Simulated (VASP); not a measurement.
# C: single point with PBE

C:

```
C
1.0
    -2.78084    2.78084    1.60756
     2.78084   -2.78084    1.60756
     2.78084    2.78084   -1.60756
C
4
Cartesian
  0.9944 0.9944 0.0000
  1.7864 1.7864 1.6076
  1.7864 -1.7864 1.6076
  -1.7864 1.7864 1.6076
```

This cell differs from its parent crystal: Si replaced by C, lengths x 0.811, strained.

```
Program                : VASP 6.6.1
Task                   : single point
Functional             : PBE
Potentials or basis    : VASP PAW PBE potentials, release 64 (C)
Cutoff                 : 520 eV
k mesh                 : 10 × 10 × 10
Occupations            : gaussian, width 0.02 eV
Spin                   : no spin polarisation
Dipole correction      : no
Further INCAR settings : ALGO = Normal; EDIFF = 1e-06; NBANDS = 16
```

| Quantity | Value |
| --- | --- |
| Pressure | -63.8 GPa |
| Largest force | 0.555 eV/Å |
| Band gap on the k mesh | 0.71 eV, direct |

Forces in eV/Å, atoms in the order of the input:
```
C   -0.393 -0.393  0.000
C    0.393  0.393  0.000
C    0.393 -0.393  0.000
C   -0.393  0.393  0.000
```

Stress tensor (GPa, compression positive):
```
-62.12   0.00   0.00
  0.00 -62.12   0.00
  0.00   0.00 -67.26
```

Levels at points of the mesh, in eV from the valence-band top:
| k point | band 4 | band 5 | band 6 | band 7 | band 8 | band 9 | band 10 | band 11 | band 12 | band 13 |
| --- | --- | --- | --- | --- | --- | --- | --- | --- | --- | --- |
| (0.00, 0.00, 0.00) | -6.31 | -3.33 | -1.49 | -1.49 | -0.31 | 1.74 | 1.74 | 3.23 | 3.97 | 3.97 |
| (0.50, 0.00, 0.00) | -7.04 | -4.18 | -3.16 | -2.16 | -1.45 | 2.59 | 3.15 | 4.50 | 5.38 | 5.58 |
| (0.50, 0.50, 0.00) | -5.73 | -2.53 | -1.91 | -1.61 | -1.55 | 2.05 | 3.20 | 3.32 | 5.85 | 5.95 |
| (0.50, 0.50, 0.50) | -4.77 | -2.95 | -0.21 | 0.00 | 0.00 | 0.71 | 1.76 | 4.05 | 5.87 | 5.87 |

It took 58 s on 1 thread of Intel(R) Xeon(R) Platinum 8488C (Sapphire Rapids), with other jobs on the host, peak memory 0.2 GiB.

Caveat: the cell differs from its parent crystal (Si replaced by C, lengths x 0.811, strained). A k mesh can miss the band edges.
